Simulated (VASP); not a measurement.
A run of VASP 6.6.1 is set up as follows.

Contents of POSCAR:

```
LaCd3Co2
1.0
    2.8263823699      4.8954378663      0.0000000000
   -2.8263823699      4.8954378663      0.0000000000
    0.0000000000      0.0000000000      4.2380624951
Co La Cd
2 1 3
Direct
    0.3333333333      0.3333333333      0.0000000000
    0.6666666667      0.6666666667      0.0000000000
    0.0000000000      0.0000000000      0.0000000000
    0.5000000000      0.5000000000      0.5000000000
    0.5000000000      0.0000000000      0.5000000000
    0.0000000000      0.5000000000      0.5000000000
```

INCAR.step1

```
PREC = Accurate
ENCUT = 520
ISMEAR = 1
SIGMA = 0.005
LREAL = F
LASPH = T
NELM = 100
NBANDS = 42
GGA = PE
ALGO = Normal
EDIFF = 1E-4
LWAVE = T
LCHARG = F
```

The input INCAR.step2:

```
PREC = Accurate
ENCUT = 520
EDIFF = 1E-6
ISMEAR = 1
SIGMA = 0.005
LREAL = F
LASPH = T
NELM = 100
ALGO = Normal
ISIF = 2
LWAVE = F
LCHARG = F
METAGGA = R2SCAN
LMIXTAU = T
NBANDS = 42
ISTART = 1
```

File KPOINTS:

```
regular mesh
0
Gamma
  4 4 4
```

Potentials or basis: VASP PAW PBE potentials, release 64 (Co, La, Cd).

Launch:

```console
$ cat potpaw_PBE.64/Co/POTCAR potpaw_PBE.64/La/POTCAR potpaw_PBE.64/Cd/POTCAR > POTCAR
$ cp INCAR.step1 INCAR
$ mpirun -np 1 vasp_std > vasp.out
$ cp INCAR.step2 INCAR
$ mpirun -np 1 vasp_std > vasp.out
```

Question: What does it give for the pressure?

Answer: 0.7 GPa.

Question: What does it give for the band gap on the k mesh?

Answer: Zero (an odd number of electrons rules out a gap without spin polarisation).

Stress tensor (GPa, compression positive):
```
0.61 0.00 0.00
0.00 0.61 0.00
0.00 0.00 0.80
```

Caveat: the k points lie up to 0.37 Å⁻¹ apart, too coarse for converged energies and pressures of a metal; the PAW data sets were made with another functional, which shifts forces and pressure a little; spin-orbit coupling is left out, which moves the levels of the heavy elements; the run has no spin polarisation, though such a crystal can be magnetic. Spin polarisation is off, so any magnetic state and its effect on volume and gap are missing.
